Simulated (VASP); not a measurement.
Here is a VASP 6.6.1 calculation.

Contents of POSCAR:

```
AlN
1.0
    0.0000000000      2.1848764127      2.1848764127
    2.1746074935      0.0000000000      2.1848764127
    2.1746074935      2.1848764127      0.0000000000
Al N
1 1
Direct
    0.0000000000      0.0000000000      0.0000000000
    0.2500000000      0.2500000000      0.2500000000
```

The input INCAR.step1:

```
PREC = Accurate
ENCUT = 520
EDIFF = 1E-5
ISMEAR = 0
SIGMA = 0.01
LREAL = F
LASPH = T
NELM = 60
ALGO = Normal
ISIF = 2
LWAVE = T
LCHARG = F
GGA = PE
NBANDS = 11
```

The input INCAR.step2:

```
PREC = Accurate
ENCUT = 520
EDIFF = 1E-6
ISMEAR = 0
SIGMA = 0.01
LREAL = F
LASPH = T
NELM = 60
ALGO = Normal
ISIF = 2
LWAVE = F
LCHARG = F
GGA = PE
LHFCALC = T
HFSCREEN = 0.2079
PRECFOCK = Normal
ISTART = 1
NBANDS = 11
```

KPOINTS

```
regular mesh
0
Gamma
  8 8 8
```

Potentials or basis: VASP PAW PBE potentials, release 64 (Al, N).

Command:

```sh
$ cat potpaw_PBE.64/Al/POTCAR potpaw_PBE.64/N/POTCAR > POTCAR
$ cp INCAR.step1 INCAR
$ mpirun -np 1 vasp_std > vasp.out
$ cp INCAR.step2 INCAR
$ mpirun -np 1 vasp_std > vasp.out
```

(1) Predict the band gap on the k mesh.

(2) Estimate the pressure.

Answers

(1) 4.53 eV (least direct gap 5.57 eV).

(2) 0.2 GPa.

Caveat: the cell differs from its parent crystal (uniaxial x strain -0.5%); the structure was generated, so it needn't be the stable form of AlN; the PAW data sets were made with another functional, which shifts forces and pressure a little.
